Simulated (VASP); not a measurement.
# CaSe in VASP: a series of runs

The runs below take CaSe through single point, with PBE.

All numbers are computed with VASP 6.6.1; they aren't measurements. Logs are shortened: lines on timing, memory, paths and dates and some standing lists are left out, and cuts for length are marked.

**1. The cell of the first run**

The cell holds a sheet with vacuum, 2 atoms: a = 4.298 Å, b = 4.298 Å, c = 14.000 Å, α = 90.00°, β = 90.00°, γ = 90.00°.

The cell was generated, and may not be a known phase.

**2. Single point, PBE**

The input, INCAR:

```
PREC = Accurate
ENCUT = 400
EDIFF = 1E-6
ISMEAR = 0
SIGMA = 0.1
LREAL = False
LASPH = True
NELM = 120
ALGO = Normal
ISIF = 2
LWAVE = False
LCHARG = False
LDIPOL = True
IDIPOL = 3
DIPOL = 0.5 0.5 0.500
GGA = PE
NBANDS = 15
GGA_COMPAT = False
NELMDL = -8
```

The input, KPOINTS:

```
Automatic mesh
0
Gamma
  4 4 1
```

The input, POSCAR:

```
CaSe
1.0
    4.2983344000      0.0000000000      0.0000000000
    0.0000000000      4.2983344000      0.0000000000
    0.0000000000      0.0000000000     14.0000000000
Ca Se
1 1
Direct
    0.0000000000      0.0000000000      0.5000000000
    0.5000000000      0.5000000000      0.5000000000
```

Potentials or basis: VASP PAW PBE potentials, release 64 (Ca_sv, Se).

Launch:

```console
> cat potpaw_PBE.64/Ca_sv/POTCAR potpaw_PBE.64/Se/POTCAR > POTCAR
> mpirun -np 1 vasp_std > vasp.out
```

OUTCAR:

```text
PREC = Accurate
   ENCUT = 400
   EDIFF = 1E-6
   ISMEAR = 0
   LREAL = False
   LASPH = True
   NELM = 120
   ISIF = 2
   GGA = PE
   NELMDL = -8

 ion  position               nearest neighbor table
   1  0.000  0.000  0.500-
   2  0.500  0.500  0.500-

  LATTYP: Found a simple tetragonal cell.
 ALAT       =     4.2983344000
 C/A-ratio  =     3.2570755779

  Lattice vectors:

 A1 = (   4.2983344000,   0.0000000000,   0.0000000000)
 A2 = (   0.0000000000,   4.2983344000,   0.0000000000)
 A3 = (   0.0000000000,   0.0000000000,  14.0000000000)

Analysis of symmetry for initial positions (statically):
=====================================================================
 Subroutine PRICEL returns:
 Original cell was already a primitive cell.

 Routine SETGRP: Setting up the symmetry group for a
 simple tetragonal supercell.

 Subroutine GETGRP returns: Found 16 space group operations
 (whereof 16 operations were pure point group operations)
 out of a pool of 16 trial point group operations.

The static configuration has the point symmetry D_4h.

Analysis of symmetry for dynamics (positions and initial velocities):
=====================================================================
 Subroutine PRICEL returns:
 Original cell was already a primitive cell.

 Routine SETGRP: Setting up the symmetry group for a
 simple tetragonal supercell.

 Subroutine GETGRP returns: Found 16 space group operations
 (whereof 16 operations were pure point group operations)
 out of a pool of 16 trial point group operations.

The dynamic configuration has the point symmetry D_4h.

 Subroutine INISYM returns: Found 16 space group operations
 (whereof 16 operations are pure point group operations),
 and found     1 'primitive' translations

----------------------------------------------------------------------------------------

                                     Primitive cell

  volume of cell :     258.6595

  direct lattice vectors                    reciprocal lattice vectors
     4.298334400  0.000000000  0.000000000     0.232648256  0.000000000  0.000000000
     0.000000000  4.298334400  0.000000000     0.000000000  0.232648256  0.000000000
     0.000000000  0.000000000 14.000000000     0.000000000  0.000000000  0.071428571

  length of vectors
     4.298334400  4.298334400 14.000000000     0.232648256  0.232648256  0.071428571

  position of ions in fractional coordinates (direct lattice)
     0.000000000  0.000000000  0.500000000
     0.500000000  0.500000000  0.500000000

  ion indices of the primitive-cell ions
   primitive index   ion index
                 1           1
                 2           2

----------------------------------------------------------------------------------------

 KPOINTS: Automatic mesh

Automatic generation of k-mesh.
 Grid dimensions read from file:
 generate k-points for:    4    4    1

 Generating k-lattice:

  Cartesian coordinates                     Fractional coordinates (reciprocal lattice)
     0.058162064  0.000000000  0.000000000     0.250000000  0.000000000  0.000000000
     0.000000000  0.058162064  0.000000000     0.000000000  0.250000000  0.000000000
     0.000000000  0.000000000  0.071428571     0.000000000  0.000000000  1.000000000

  Length of vectors
     0.058162064  0.058162064  0.071428571

  Shift w.r.t. Gamma in fractional coordinates (k-lattice)
     0.000000000  0.000000000  0.000000000

 Subroutine IBZKPT returns following result:
 ===========================================

 Found      6 irreducible k-points:

 Following reciprocal coordinates:
            Coordinates               Weight
  0.000000  0.000000  0.000000      1.000000
  0.250000  0.000000  0.000000      4.000000
  0.500000  0.000000  0.000000      2.000000
  0.250000  0.250000  0.000000      4.000000
  0.500000  0.250000  0.000000      4.000000
  0.500000  0.500000  0.000000      1.000000
   k-points           NKPTS =      6   k-points in BZ     NKDIM =      6   number of bands    NBANDS=     15
   number of dos      NEDOS =    301   number of ions     NIONS =      2
   total plane-waves  NPLWV =  75264
   dimension x,y,z NGX =    28 NGY =   28 NGZ =   96
   dimension x,y,z NGXF=    56 NGYF=   56 NGZF=  192
   ions per type =               1   1
   NGX,Y,Z   is equivalent  to a cutoff of  10.83, 10.83, 11.40 a.u.
   NGXF,Y,Z  is equivalent  to a cutoff of  21.66, 21.66, 22.80 a.u.
 SYSTEM =  unknown system
   PREC   = accura    normal or accurate (medium, high low for compatibility)
   ISTART =      0    job   : 0-new  1-cont  2-samecut
   ICHARG =      2    charge: 1-file 2-atom 10-const
   ISPIN  =      1    spin polarized calculation?
   LNONCOLLINEAR =      F non collinear calculations
   LSORBIT =      F    spin-orbit coupling
   LASPH  =      T    aspherical Exc in radial PAW
   ENCUT  =  400.0 eV  29.40 Ry    5.42 a.u.   7.01  7.01 22.83*2*pi/ulx,y,z
   NELM   =    120;   NELMIN=  2; NELMDL= -8     # of ELM steps
   EDIFF  = 0.1E-05   stopping-criterion for ELM
   LREAL  =      F    real-space projection
   EDIFFG = 0.1E-04   stopping-criterion for IOM
   NSW    =      0    number of steps for IOM
   IBRION =     -1    ionic relax: 0-MD 1-quasi-New 2-CG
   NFREE  =      0    steps in history (QN), initial steepest desc. (CG)
   ISIF   =      2    stress and relaxation
   ISYM   =      2    0-nonsym 1-usesym 2-fastsym
   POTIM  = 0.5000    time-step for ionic-motion
   TEBEG  =    0.0;   TEEND  =   0.0 temperature during run
   PSTRESS=    0.0 pullay stress
   NELECT =      16.0000    total number of electrons
   NUPDOWN=      -1.0000    fix difference up-down
   EMIN   =  10.00;   EMAX   =-10.00  energy-range for DOS
   EFERMI =   0.00;   METHOD = LEGACY
   ISMEAR =     0;   SIGMA  =   0.10  broadening in eV -4-tet -1-fermi 0-gaus
   EFERMI_NEDOS =   21; number of points for ismear=-14 and -15
   IALGO  =     38    algorithm
   IMIX   =      4    mixing-type and parameters
     AMIX     =   0.40;   BMIX     =  1.00
     AMIX_MAG =   1.60;   BMIX_MAG =  1.00
  volume/ion in A,a.u.               =     129.33       872.76
  Fermi-wavevector in a.u.,A,eV,Ry     =   0.647449  1.223501  5.703423  0.419190
  Thomas-Fermi vector in A             =   1.715760
   LORBIT       =      0    0 simple, 1 ext, 2 COOP (PROOUT), +10 PAW based schemes
   GGA     = PE    functional components
   LHFCALC =     F    Hartree Fock is set to
   AEXX    =    0.0000 exact exchange contribution
   IVDW    =     0    specifies the selected vdW correction
   LEPSILON=     F    determine dielectric tensor
   LRPA    =     F    only Hartree local field effects (RPA)
 non-spin polarized calculation
 Gauss-broadening in eV      SIGMA  =   0.10
  energy-cutoff  :      400.00
  volume of cell :      258.66
 maximum number of plane-waves:      4740
   NGX = 15   NGY = 15   NGZ = 45

 dipolmoment           0.000000      0.000000     -0.000000 electrons x Angstroem

 number of electron      16.0000002 magnetization

 dipolmoment           0.000000      0.000000      0.000000 electrons x Angstroem

 Free energy of the ion-electron system (eV)
  ---------------------------------------------------
  ext. energy  EPLUGINS =         0.00000000
  ---------------------------------------------------
  free energy    TOTEN  =        -8.37273120 eV

  energy without entropy =       -8.37273120  energy(sigma->0) =       -8.37273120

 E-fermi :  -2.6564     XC(G=0):  -2.8275

 val. band max:       -3.1125722425   @ k =   0.5000   0.5000   0.0000
 cond. band min:      -0.8876140770   @ k =   0.0000   0.0000   0.0000
 fundamental gap:      2.2249581655
 Fermi energy:        -2.6564186324

 k-point     1 :       0.0000    0.0000    0.0000
  band No.  band energies     occupation
      1     -44.0459      2.00000
      2     -25.1876      2.00000
      3     -24.9267      2.00000
      4     -24.9267      2.00000
      5     -13.9719      2.00000
      6      -3.8779      2.00000
      7      -3.2813      2.00000
      8      -3.2813      2.00000
      9      -0.8876      0.00000
     10      -0.5348      0.00000
     11       0.9172      0.00000
     12       0.9183      0.00000
     13       1.0618      0.00000
     14       1.0618      0.00000
     15       1.1272      0.00000

 k-point     2 :       0.2500    0.0000    0.0000
  band No.  band energies     occupation
      1     -44.0452      2.00000
      2     -25.1865      2.00000
      3     -24.9448      2.00000
      4     -24.9243      2.00000
      5     -13.8418      2.00000
      6      -4.5811      2.00000
      7      -3.7769      2.00000
      8      -3.6253      2.00000
      9      -0.3118      0.00000
     10       0.3744      0.00000
     11       0.9498      0.00000
     12       1.1517      0.00000
     13       1.4516      0.00000
     14       1.7466      0.00000
     15       1.9062      0.00000

 k-point     3 :       0.5000    0.0000    0.0000
  band No.  band energies     occupation
      1     -44.0446      2.00000
      2     -25.1853      2.00000
      3     -24.9627      2.00000
      4     -24.9218      2.00000
      5     -13.7034      2.00000
      6      -5.4108      2.00000
      7      -3.9019      2.00000
      8      -3.6693      2.00000
      9       0.3579      0.00000
     10       1.0900      0.00000
     11       1.2473      0.00000
     12       1.4243      0.00000
     13       1.6135      0.00000
     14       1.6834      0.00000
     15       3.2531      0.00000

 k-point     4 :       0.2500    0.2500    0.0000
  band No.  band energies     occupation
      1     -44.0446      2.00000
      2     -25.1854      2.00000
      3     -24.9424      2.00000
      4     -24.9396      2.00000
      5     -13.7728      2.00000
      6      -4.6942      2.00000
      7      -4.1200      2.00000
      8      -3.6128      2.00000
      9       0.0492      0.00000
     10       0.5531      0.00000
     11       1.1752      0.00000
     12       1.2359      0.00000
     13       1.2390      0.00000
     14       1.6365      0.00000
     15       2.1985      0.00000

 k-point     5 :       0.5000    0.2500    0.0000
  band No.  band energies     occupation
      1     -44.0440      2.00000
      2     -25.1843      2.00000
      3     -24.9576      2.00000
      4     -24.9372      2.00000
      5     -13.7018      2.00000
      6      -5.0289      2.00000
      7      -4.2569      2.00000
      8      -3.4251      2.00000
      9       0.3999      0.00000
     10       0.5008      0.00000
     11       0.7791      0.00000
     12       1.7780      0.00000
     13       1.8803      0.00000
     14       2.2382      0.00000
     15       2.5981      0.00000

 k-point     6 :       0.5000    0.5000    0.0000
  band No.  band energies     occupation
      1     -44.0434      2.00000
      2     -25.1832      2.00000
      3     -24.9524      2.00000
      4     -24.9524      2.00000
      5     -13.7002      2.00000
      6      -4.5599      2.00000
      7      -4.5599      2.00000
      8      -3.1126      2.00000
      9       0.1040      0.00000
     10       0.1040      0.00000
     11       0.5740      0.00000
     12       1.4022      0.00000
     13       1.7730      0.00000
     14       2.0094      0.00000
     15       3.2857      0.00000

------------------------ aborting loop because EDIFF is reached ----------------------------------------

 vacuum level on the upper side and lower side of the slab       (xc-potential included)        -0.113        -0.113

  FORCE on cell =-STRESS in cart. coord.  units (eV):
  Direction    XX          YY          ZZ          XY          YZ          ZX
  --------------------------------------------------------------------------------------
  -------------------------------------------------------------------------------------
  Total       -3.4282117     -3.4282117     -0.0130109      0.0000000     -0.0000000      0.0000000
  in kB      -21.2348788    -21.2348788     -0.0805914      0.0000000     -0.0000000      0.0000000
  external PRESSURE =     -14.1834496 kB  Pullay stress =       0.0000000 kB

 VOLUME and BASIS-vectors are now :
 -----------------------------------------------------------------------------
  energy-cutoff  :      400.00
  volume of cell :      258.66
      direct lattice vectors                 reciprocal lattice vectors
     4.298334400  0.000000000  0.000000000     0.232648256  0.000000000  0.000000000
     0.000000000  4.298334400  0.000000000     0.000000000  0.232648256  0.000000000
     0.000000000  0.000000000 14.000000000     0.000000000  0.000000000  0.071428571

 POSITION                                       TOTAL-FORCE (eV/Angst)
 -----------------------------------------------------------------------------------
      0.00000      0.00000      7.00000         0.000000      0.000000      0.000000
      2.14917      2.14917      7.00000         0.000000      0.000000      0.000000
 -----------------------------------------------------------------------------------
    total drift:                                0.000000      0.000000      0.000000

  FREE ENERGIE OF THE ION-ELECTRON SYSTEM (eV)
  ---------------------------------------------------
  free  energy   TOTEN  =        -8.3727312005 eV

  energy  without entropy=       -8.3727312005  energy(sigma->0) =       -8.37273120

 vacuum level on the upper side and lower side of the slab         1.393         1.393
```

Run time: 58 s. Hardware: 1 thread of Intel Xeon 8259CL, shared host; peak memory 0.25 GiB.

What came out:

```
Free energy            : -8.3727 eV
Band gap on the k mesh : 2.23 eV (least direct gap 2.39 eV)
```

Levels at points of the mesh, in eV from the valence-band top:
```tsv
k point	band 5	band 6	band 7	band 8	band 9	band 10	band 11	band 12
(0.00, 0.00, 0.00)	-10.86	-0.77	-0.17	-0.17	2.23	2.58	4.03	4.03
(0.50, 0.00, 0.00)	-10.59	-2.30	-0.79	-0.56	3.47	4.20	4.36	4.54
(0.50, 0.50, 0.00)	-10.59	-1.45	-1.45	0.00	3.22	3.22	3.69	4.51
```

**3. Single point, PBE**

This run uses another cell than the first one.

The input, INCAR:

```
PREC = Accurate ; ENCUT = 400
EDIFF = 1E-6 ; ISMEAR = 0
SIGMA = 0.1 ; LREAL = False
LASPH = True ; NELM = 120
ALGO = Normal ; ISIF = 2
LWAVE = False ; LCHARG = True
LDIPOL = True ; IDIPOL = 3
DIPOL = 0.5 0.5 0.294 ; GGA = PE
LELF = True ; LVHAR = True
LVACPOTAV = True ; NBANDS = 15
GGA_COMPAT = False ; NELMDL = -8
```

KPOINTS is that of step 2.

The input, POSCAR:

```
CaSe
1.0
    4.0316448784      0.0000000000      0.0000000000
    0.0000000000      4.0316448784      0.0000000000
    0.0000000000      0.0000000000     23.8000000000
Ca Se
1 1
Direct
    0.0000000000      0.0000000000      0.2941176471
    0.5000000000      0.5000000000      0.2941176471
```

Potentials or basis: VASP PAW PBE potentials, release 64 (Ca_sv, Se).

Launch:

```console
> cat potpaw_PBE.64/Ca_sv/POTCAR potpaw_PBE.64/Se/POTCAR > POTCAR
> mpirun -np 1 vasp_std > vasp.out
```

Wall time 1.8 min (1 thread of Intel Xeon 8259CL, shared host); peak memory 0.34 GiB.

It converged, with:

```
Free energy            : -8.6018 eV
Band gap on the k mesh : 2.48 eV
```

Levels at points of the mesh, in eV from the valence-band top:
```
           k point  band 4  band 5  band 6  band 7  band 8  band 9  band 10  band 11  band 12  band 13
(0.00, 0.00, 0.00)  -21.08  -11.15   -1.05    0.00    0.00    2.48     2.57     4.18     4.52     4.58
(0.50, 0.00, 0.00)  -21.07  -10.68   -2.66   -0.92   -0.82    3.87     4.39     5.04     5.25     5.33
(0.50, 0.50, 0.00)  -21.14  -10.75   -1.56   -1.56   -0.07    3.40     3.40     4.33     5.34     5.87
```
